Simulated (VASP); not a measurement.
**BaS: single point with HSE06**

BaS:

```xyz
2
Lattice="0.0000 3.1382 3.2118 3.1382 0.0000 3.2118 3.1382 3.1382 0.0000" Properties=species:S:1:pos:R:3 pbc="T T T"
Ba    0.0000    0.0000    0.0000
S     3.1382    3.1382    3.2118
```

This cell differs from its parent crystal: biaxial xy strain -2.3%.

| Quantity | Value |
| --- | --- |
| Program | VASP 6.6.1 |
| Task | single point |
| Functional | HSE06 |
| Potentials or basis | VASP PAW PBE potentials, release 64 (Ba_sv, S) |
| Cutoff | 520 eV |
| k mesh | 6 × 6 × 6 |
| Occupations | gaussian, width 0.01 eV |
| Spin | no spin polarisation |
| Dipole correction | no |
| Grid for exact exchange (PRECFOCK) | Normal |
| Further INCAR settings | ALGO = Normal; EDIFF = 1e-06; NBANDS = 15 |
| Share of exact exchange | 0.25 |
| Screening parameter | 0.2079 1/Å |

```json
{
 "Pressure": "2.6 GPa",
 "Band gap on the k mesh": "2.93 eV (least direct gap 3.07 eV)"
}
```

Stress tensor (GPa, compression positive):
```
3.33 0.00 0.00
0.00 3.33 0.00
0.00 0.00 1.04
```

Levels at points of the mesh, in eV from the valence-band top:
| k point | band 5 | band 6 | band 7 | band 8 | band 9 | band 10 | band 11 | band 12 |
| --- | --- | --- | --- | --- | --- | --- | --- | --- |
| (0.00, 0.00, 0.00) | -11.51 | -0.08 | 0.00 | 0.00 | 4.68 | 4.78 | 4.95 | 4.95 |
| (0.50, 0.00, 0.00) | -9.80 | -2.17 | -1.26 | -1.24 | 6.72 | 6.79 | 7.62 | 7.68 |
| (0.50, 0.50, 0.00) | -11.41 | -0.67 | -0.13 | -0.13 | 2.95 | 7.11 | 7.36 | 8.97 |
| (0.50, 0.00, 0.50) | -11.42 | -0.53 | -0.23 | -0.13 | 2.93 | 7.10 | 7.44 | 8.82 |

Run time: 29 min on 4 MPI ranks on AMD EPYC 7R13 Processor (Zen 3), on a shared host, peak memory 0.32 GiB a rank.

Caveat: the cell differs from its parent crystal (biaxial xy strain -2.3%); the PAW data sets were made with another functional, which shifts forces and pressure a little; spin-orbit coupling is left out, which moves the levels of the heavy elements. A k mesh can miss the band edges.
